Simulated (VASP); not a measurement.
# AgCl (Cmcm) in VASP: further runs

AgCl is run at these levels: PBEsol; tasks: electric field gradients.

Everything below comes from runs of VASP 6.6.1. Logs are shortened: lines on timing, memory, paths and dates and some standing lists are left out, and cuts for length are marked.

### 1 The cell of the first run

It takes space group Cmcm (No. 63, orthorhombic). The conventional cell has a = 3.667 Å, b = 10.891 Å, c = 3.924 Å, α = 90.00°, β = 90.00°, γ = 90.00°. Within 3.7 Å of Ag (site symmetry m2m) lie 7 Cl at 2.71 to 3.17 Å and 4 Ag at 2.99 to 3.67 Å. Cl (site symmetry m2m) has 7 Ag at 2.71 to 3.17 Å and 8 Cl at 3.53 to 3.68 Å within 3.7 Å.

### 2 Electric field gradients, PBEsol (equal xx and yy strain of -2 %)

Contents of INCAR:

```
PREC     = Accurate       # precision mode
ENCUT    = 520            # plane-wave cutoff, eV
EDIFF    = 1E-8           # SCF threshold, eV
ISMEAR   = -1             # smearing method
SIGMA    = 0.03           # smearing width, eV
LREAL    = False          # projectors in reciprocal space
LASPH    = True           # aspherical terms in the spheres
NELM     = 100            # most SCF steps
ALGO     = Normal         # electronic algorithm
ISIF     = 2              # what is computed and relaxed
LWAVE    = False          # write WAVECAR
LCHARG   = False          # write CHGCAR
GGA      = PS             # functional
LEFG     = True         
NBANDS   = 26             # bands
```

Contents of KPOINTS:

```
Automatic mesh
0
Gamma
  9 9 8
```

Contents of POSCAR:

```
AgCl
1.0
    1.8334915089     -5.4454633311      0.0000000000
    1.8334915089      5.4454633311      0.0000000000
    0.0000000000      0.0000000000      3.9240373500
Ag Cl
2 2
Direct
    0.3965554000      0.6034446000      0.7500000000
    0.6034446000      0.3965554000      0.2500000000
    0.8654487300      0.1345512700      0.2500000000
    0.1345512700      0.8654487300      0.7500000000
```

Potentials or basis: VASP PAW PBE potentials, release 64 (Ag, Cl).

Launch:

```console
cat potpaw_PBE.64/Ag/POTCAR potpaw_PBE.64/Cl/POTCAR > POTCAR
mpirun -np 1 vasp_std > vasp.out
```

OUTCAR:

```text
PREC = Accurate
   ENCUT = 520
   EDIFF = 1E-8
   ISMEAR = -1
   LREAL = False
   LASPH = True
   NELM = 100
   ISIF = 2
   GGA = PS

 ion  position               nearest neighbor table
   1  0.397  0.603  0.750-   3 2.71   3 2.71   3 2.71   3 2.71   4 2.85   2 2.99   2 2.99
   2  0.603  0.397  0.250-   4 2.71   4 2.71   4 2.71   4 2.71   3 2.85   1 2.99   1 2.99
   3  0.865  0.135  0.250-   1 2.71   1 2.71   1 2.71   1 2.71   2 2.85
   4  0.135  0.865  0.750-   2 2.71   2 2.71   2 2.71   2 2.71   1 2.85

  LATTYP: Found a base centered orthorhombic cell.
 ALAT       =     3.6669830178
 B/A-ratio  =     2.9699964819
 C/A-ratio  =     1.0700996789

  Lattice vectors:

 A1 = (   1.8334915089,  -5.4454633311,   0.0000000000)
 A2 = (   1.8334915089,   5.4454633311,   0.0000000000)
 A3 = (   0.0000000000,   0.0000000000,   3.9240373500)

Analysis of symmetry for initial positions (statically):
=====================================================================
 Subroutine PRICEL returns:
 Original cell was already a primitive cell.

 Routine SETGRP: Setting up the symmetry group for a
 base centered orthorhombic supercell.

 Subroutine GETGRP returns: Found  8 space group operations
 (whereof  4 operations were pure point group operations)
 out of a pool of  8 trial point group operations.

The static configuration has the point symmetry C_2h.
 The point group associated with its full space group is D_2h.

Analysis of symmetry for dynamics (positions and initial velocities):
=====================================================================
 Subroutine PRICEL returns:
 Original cell was already a primitive cell.

 Routine SETGRP: Setting up the symmetry group for a
 base centered orthorhombic supercell.

 Subroutine GETGRP returns: Found  8 space group operations
 (whereof  4 operations were pure point group operations)
 out of a pool of  8 trial point group operations.

The dynamic configuration has the point symmetry C_2h.
 The point group associated with its full space group is D_2h.

 Subroutine INISYM returns: Found  8 space group operations
 (whereof  4 operations are pure point group operations),
 and found     1 'primitive' translations

----------------------------------------------------------------------------------------

                                     Primitive cell

  volume of cell :      78.3568

  direct lattice vectors                    reciprocal lattice vectors
     1.833491509 -5.445463331  0.000000000     0.272703745 -0.091819551  0.000000000
     1.833491509  5.445463331  0.000000000     0.272703745  0.091819551  0.000000000
     0.000000000  0.000000000  3.924037350     0.000000000  0.000000000  0.254839572

  length of vectors
     5.745847370  5.745847370  3.924037350     0.287746698  0.287746698  0.254839572

  position of ions in fractional coordinates (direct lattice)
     0.396555400  0.603444600  0.750000000
     0.603444600  0.396555400  0.250000000
     0.865448730  0.134551270  0.250000000
     0.134551270  0.865448730  0.750000000

  ion indices of the primitive-cell ions
   primitive index   ion index
                 1           1
                 2           2
                 3           3
                 4           4

----------------------------------------------------------------------------------------

 KPOINTS: Automatic mesh

Automatic generation of k-mesh.
 Grid dimensions read from file:
 generate k-points for:    9    9    8

 Generating k-lattice:

  Cartesian coordinates                     Fractional coordinates (reciprocal lattice)
     0.030300416 -0.010202172  0.000000000     0.111111111  0.000000000  0.000000000
     0.030300416  0.010202172  0.000000000     0.000000000  0.111111111  0.000000000
     0.000000000  0.000000000  0.031854947     0.000000000  0.000000000  0.125000000

  Length of vectors
[... 43 lines left out ...]
   NGX,Y,Z   is equivalent  to a cutoff of  13.89, 13.89, 12.71 a.u.
   NGXF,Y,Z  is equivalent  to a cutoff of  27.78, 27.78, 25.42 a.u.
 SYSTEM =  unknown system
   PREC   = accura    normal or accurate (medium, high low for compatibility)
   ISTART =      0    job   : 0-new  1-cont  2-samecut
   ICHARG =      2    charge: 1-file 2-atom 10-const
   ISPIN  =      1    spin polarized calculation?
   LNONCOLLINEAR =      F non collinear calculations
   LSORBIT =      F    spin-orbit coupling
   LASPH  =      T    aspherical Exc in radial PAW
   ENCUT  =  520.0 eV  38.22 Ry    6.18 a.u.  10.68 10.68  7.30*2*pi/ulx,y,z
   NELM   =    100;   NELMIN=  2; NELMDL= -5     # of ELM steps
   EDIFF  = 0.1E-07   stopping-criterion for ELM
   LREAL  =      F    real-space projection
   EDIFFG = 0.1E-06   stopping-criterion for IOM
   NSW    =      0    number of steps for IOM
   IBRION =     -1    ionic relax: 0-MD 1-quasi-New 2-CG
   NFREE  =      0    steps in history (QN), initial steepest desc. (CG)
   ISIF   =      2    stress and relaxation
   ISYM   =      2    0-nonsym 1-usesym 2-fastsym
   POTIM  = 0.5000    time-step for ionic-motion
   TEBEG  =    0.0;   TEEND  =   0.0 temperature during run
   PSTRESS=    0.0 pullay stress
   NELECT =      36.0000    total number of electrons
   NUPDOWN=      -1.0000    fix difference up-down
   EMIN   =  10.00;   EMAX   =-10.00  energy-range for DOS
   EFERMI =   0.00;   METHOD = LEGACY
   ISMEAR =    -1;   SIGMA  =   0.03  broadening in eV -4-tet -1-fermi 0-gaus
   EFERMI_NEDOS =   21; number of points for ismear=-14 and -15
   IALGO  =     38    algorithm
   IMIX   =      4    mixing-type and parameters
     AMIX     =   0.40;   BMIX     =  1.00
     AMIX_MAG =   1.60;   BMIX_MAG =  1.00
  volume/ion in A,a.u.               =      19.59       132.19
  Fermi-wavevector in a.u.,A,eV,Ry     =   1.263233  2.387164 21.711592  1.595757
  Thomas-Fermi vector in A             =   2.396600
   LORBIT       =      0    0 simple, 1 ext, 2 COOP (PROOUT), +10 PAW based schemes
   GGA     = PS    functional components
   LHFCALC =     F    Hartree Fock is set to
   AEXX    =    0.0000 exact exchange contribution
   IVDW    =     0    specifies the selected vdW correction
   LEPSILON=     F    determine dielectric tensor
   LRPA    =     F    only Hartree local field effects (RPA)
 non-spin polarized calculation
  energy-cutoff  :      520.00
  volume of cell :       78.36
 maximum number of plane-waves:      2129
 NGX is ok and might be reduce to    48
   NGX = 21   NGY = 21   NGZ = 15

 number of electron      36.0000005 magnetization

 Free energy of the ion-electron system (eV)
  ---------------------------------------------------
  ext. energy  EPLUGINS =         0.00000000
  ---------------------------------------------------
  free energy    TOTEN  =       -12.05069258 eV

  energy without entropy =      -12.05067805  energy(sigma->0) =      -12.05068532

 E-fermi :   4.8642     XC(G=0): -10.7129

 val. band max:        4.6580935880   @ k =   0.2222   0.2222   0.0000
 cond. band min:       4.9987904850   @ k =   0.0000   0.0000   0.0000
 fundamental gap:      0.3406968970
 Fermi energy:         4.8641762911

 k-point     1 :       0.0000    0.0000    0.0000
  band No.  band energies     occupation
      1     -10.7536      2.00000
      2     -10.0539      2.00000
      3      -0.2198      2.00000
      4       0.9313      2.00000
      5       1.2439      2.00000
      6       1.3445      2.00000
[... 685 lines left out ...]
     25      15.1215      0.00000
     26      16.1040      0.00000

 [... further k-points ...]

------------------------ aborting loop because EDIFF is reached ----------------------------------------

  FORCE on cell =-STRESS in cart. coord.  units (eV):
  Direction    XX          YY          ZZ          XY          YZ          ZX
  --------------------------------------------------------------------------------------
  -------------------------------------------------------------------------------------
  Total       -0.4247532     -0.4147369     -0.6871033      0.0000000      0.0000000      0.0000000
  in kB       -8.6850105     -8.4802065    -14.0493344      0.0000000      0.0000000      0.0000000
  external PRESSURE =     -10.4048505 kB  Pullay stress =       0.0000000 kB

 VOLUME and BASIS-vectors are now :
 -----------------------------------------------------------------------------
  energy-cutoff  :      520.00
  volume of cell :       78.36
      direct lattice vectors                 reciprocal lattice vectors
     1.833491509 -5.445463331  0.000000000     0.272703745 -0.091819551  0.000000000
     1.833491509  5.445463331  0.000000000     0.272703745  0.091819551  0.000000000
     0.000000000  0.000000000  3.924037350     0.000000000  0.000000000  0.254839572

 POSITION                                       TOTAL-FORCE (eV/Angst)
 -----------------------------------------------------------------------------------
      1.83349      1.12661      2.94303         0.000000     -0.045780      0.000000
      1.83349     -1.12661      0.98101         0.000000      0.045780      0.000000
      1.83349     -3.98008      0.98101         0.000000     -0.004755     -0.000000
      1.83349      3.98008      2.94303         0.000000      0.004755      0.000000
 -----------------------------------------------------------------------------------
    total drift:                                0.000000     -0.000000      0.000000

  FREE ENERGIE OF THE ION-ELECTRON SYSTEM (eV)
  ---------------------------------------------------
  free  energy   TOTEN  =       -12.0506925806 eV

  energy  without entropy=      -12.0506780506  energy(sigma->0) =      -12.05068532

 Electric field gradients (V/A^2)
---------------------------------------------------------------------
 ion       V_xx      V_yy      V_zz      V_xy      V_xz      V_yz
---------------------------------------------------------------------
   1     -19.457    48.931   -29.474     0.000     0.000    -0.000
   2     -19.457    48.931   -29.474    -0.000     0.000     0.000
   3      28.735   -50.831    22.096     0.000    -0.000    -0.000
   4      28.735   -50.831    22.096     0.000     0.000    -0.000
---------------------------------------------------------------------

 Electric field gradients after diagonalization (V/A^2)
 (convention: |V_zz| > |V_xx| > |V_yy|)
----------------------------------------------------------------------
 ion       V_xx      V_yy      V_zz     asymmetry (V_yy - V_xx)/ V_zz
----------------------------------------------------------------------
   1     -29.474   -19.457    48.931       0.205
   2     -29.474   -19.457    48.931       0.205
   3      28.735    22.096   -50.831       0.131
   4      28.735    22.096   -50.831       0.131
----------------------------------------------------------------------

           NMR quadrupolar parameters

 Cq : quadrupolar parameter    Cq=e*Q*V_zz/h
 eta: asymmetry parameters     (V_yy - V_xx)/ V_zz
 Q  : nuclear electric quadrupole moment in mb (millibarn)
----------------------------------------------------------------------
 ion       Cq(MHz)       eta       Q (mb)
----------------------------------------------------------------------
   1       0.118       0.205       1.000
   2       0.118       0.205       1.000
   3      -0.123       0.131       1.000
   4      -0.123       0.131       1.000
----------------------------------------------------------------------
```

Wall time 4.1 min (1 thread of Intel Xeon Platinum 8259CL at 2.50GHz (Skylake/Cascade Lake), shared host); peak memory 0.38 GiB.

Results:

| Property | Result |
| --- | --- |
| Free energy | -12.0507 eV |
| Pressure | -1.0 GPa |
| Largest force | 0.046 eV/Å |
| Band gap on the k mesh | 0.34 eV (least direct gap 1.85 eV) |
| Largest electric field gradient by atom | Ag +48.9; Cl -50.8 V/Å² |

Forces in eV/Å, atoms in the order of the input:
```
Ag   0.000 -0.046  0.000
Ag   0.000  0.046  0.000
Cl   0.000 -0.005  0.000
Cl   0.000  0.005  0.000
```

Levels at points of the mesh, in eV from the valence-band top:
```
           k point  band 14  band 15  band 16  band 17  band 18  band 19  band 20  band 21  band 22  band 23
(0.00, 0.00, 0.00)    -2.31    -2.31    -1.92    -1.74    -1.51     0.34     2.94     7.80     8.21     9.89
(0.00, 0.00, 0.50)    -2.41    -1.35    -1.35    -0.12    -0.12     4.36     4.36     6.66     6.66     8.18
```

Electric field gradients, principal values (V/Å²):
```
atom    least   middle  greatest (by size)
1 Ag  -19.457  -29.474              48.931
2 Ag  -19.457  -29.474              48.931
3 Cl   22.096   28.735             -50.831
4 Cl   22.096   28.735             -50.831
```

Caveat: the cell differs from its parent crystal (equal xx and yy strain of -2 %); without QUAD_EFG the Cq values of the log hold for a quadrupole moment of 1 mb, not for the nuclei; the PAW data sets were made with another functional, which shifts forces and pressure a little; an odd mesh through Γ misses points on the zone boundary, where band edges can lie.

### 3 Electric field gradients, PBEsol

This run uses another cell than the first one, of 20.40 Å³/atom.

Contents of INCAR:

```
ALGO = Normal ; EDIFF = 1E-8
ENCUT = 520 ; GGA = PS
ISIF = 2 ; ISMEAR = -1
LASPH = True ; LCHARG = False
LEFG = True ; LREAL = False
LWAVE = False ; NBANDS = 26
NELM = 60 ; PREC = Accurate
SIGMA = 0.03
```

Contents of KPOINTS:

```
k-points
0
Gamma
  9 9 8
```

Changes to POSCAR since step 2:

```diff
@@ -2,4 +2,4 @@
 1.0
-    1.8334915089     -5.4454633311      0.0000000000
-    1.8334915089      5.4454633311      0.0000000000
+    1.8709097030     -5.5565952358      0.0000000000
+    1.8709097030      5.5565952358      0.0000000000
     0.0000000000      0.0000000000      3.9240373500
```

Potentials or basis: VASP PAW PBE potentials, release 64 (Ag, Cl).

Launch:

```console
cat potpaw_PBE.64/Ag/POTCAR potpaw_PBE.64/Cl/POTCAR > POTCAR
mpirun -np 1 vasp_std > vasp.out
```

OUTCAR:

```text
EDIFF = 1E-8
   ENCUT = 520
   GGA = PS
   ISIF = 2
   ISMEAR = -1
   LASPH = True
   LREAL = False
   NELM = 60
   PREC = Accurate

 ion  position               nearest neighbor table
   1  0.397  0.603  0.750-   3 2.73   3 2.73   3 2.73   3 2.73   4 2.91   2 3.02   2 3.02
   2  0.603  0.397  0.250-   4 2.73   4 2.73   4 2.73   4 2.73   3 2.91   1 3.02   1 3.02
   3  0.865  0.135  0.250-   1 2.73   1 2.73   1 2.73   1 2.73   2 2.91
   4  0.135  0.865  0.750-   2 2.73   2 2.73   2 2.73   2 2.73   1 2.91

  LATTYP: Found a base centered orthorhombic cell.
 ALAT       =     3.7418194060
 B/A-ratio  =     2.9699964819
 C/A-ratio  =     1.0486976853

  Lattice vectors:

 A1 = (   1.8709097030,  -5.5565952358,   0.0000000000)
 A2 = (   1.8709097030,   5.5565952358,   0.0000000000)
 A3 = (   0.0000000000,   0.0000000000,   3.9240373500)

Analysis of symmetry for initial positions (statically):
=====================================================================
[... 904 lines left out ...]
      1.87091      1.14960      2.94303         0.000000     -0.020730      0.000000
      1.87091     -1.14960      0.98101         0.000000      0.020730      0.000000
      1.87091     -4.06130      0.98101         0.000000     -0.028422      0.000000
      1.87091      4.06130      2.94303         0.000000      0.028422      0.000000
 -----------------------------------------------------------------------------------
    total drift:                                0.000000     -0.000000      0.000000

  FREE ENERGIE OF THE ION-ELECTRON SYSTEM (eV)
  ---------------------------------------------------
  free  energy   TOTEN  =       -12.0150008478 eV

  energy  without entropy=      -12.0149841794  energy(sigma->0) =      -12.01499251

 Electric field gradients (V/A^2)
---------------------------------------------------------------------
 ion       V_xx      V_yy      V_zz      V_xy      V_xz      V_yz
---------------------------------------------------------------------
   1     -22.709    51.134   -28.425     0.000     0.000    -0.000
   2     -22.709    51.134   -28.425     0.000     0.000    -0.000
   3      34.902   -54.951    20.049     0.000    -0.000    -0.000
   4      34.902   -54.951    20.049     0.000     0.000    -0.000
---------------------------------------------------------------------

 Electric field gradients after diagonalization (V/A^2)
 (convention: |V_zz| > |V_xx| > |V_yy|)
----------------------------------------------------------------------
 ion       V_xx      V_yy      V_zz     asymmetry (V_yy - V_xx)/ V_zz
----------------------------------------------------------------------
   1     -28.425   -22.709    51.134       0.112
   2     -28.425   -22.709    51.134       0.112
   3      34.902    20.049   -54.951       0.270
   4      34.902    20.049   -54.951       0.270
----------------------------------------------------------------------

           NMR quadrupolar parameters

 Cq : quadrupolar parameter    Cq=e*Q*V_zz/h
 eta: asymmetry parameters     (V_yy - V_xx)/ V_zz
 Q  : nuclear electric quadrupole moment in mb (millibarn)
----------------------------------------------------------------------
 ion       Cq(MHz)       eta       Q (mb)
----------------------------------------------------------------------
   1       0.124       0.112       1.000
   2       0.124       0.112       1.000
   3      -0.133       0.270       1.000
   4      -0.133       0.270       1.000
----------------------------------------------------------------------
```

It took 4.7 min on 1 thread of Intel Xeon Platinum 8259CL at 2.50GHz (Skylake/Cascade Lake), shared host; peak memory 0.39 GiB.

Results:

| Property | Result |
| --- | --- |
| Free energy | -12.0150 eV |
| Pressure | -3.0 GPa |
| Largest force | 0.028 eV/Å |
| Band gap on the k mesh | 0.33 eV (least direct gap 1.81 eV) |
| Largest electric field gradient by atom | Ag +51.1; Cl -55.0 V/Å² |

Forces on the atoms (eV/Å):
```
Ag   0.000 -0.021  0.000
Ag   0.000  0.021  0.000
Cl   0.000 -0.028  0.000
Cl   0.000  0.028  0.000
```

Levels at points of the mesh, in eV from the valence-band top:
| k point | band 15 | band 16 | band 17 | band 18 | band 19 | band 20 | band 21 | band 22 |
| --- | --- | --- | --- | --- | --- | --- | --- | --- |
| (0.00, 0.00, 0.00) | -2.22 | -1.78 | -1.66 | -1.48 | 0.33 | 3.01 | 7.58 | 8.26 |
| (0.00, 0.00, 0.50) | -1.29 | -1.29 | -0.09 | -0.09 | 4.27 | 4.27 | 6.65 | 6.65 |

Electric field gradients, principal values (V/Å²):
```csv
atom,least,middle,greatest (by size)
1 Ag,-22.709,-28.425,51.134
2 Ag,-22.709,-28.425,51.134
3 Cl,20.049,34.902,-54.951
4 Cl,20.049,34.902,-54.951
```

Caveat: without QUAD_EFG the Cq values of the log hold for a quadrupole moment of 1 mb, not for the nuclei; the PAW data sets were made with another functional, which shifts forces and pressure a little; an odd mesh through Γ misses points on the zone boundary, where band edges can lie.

[end of part 1 of 2]
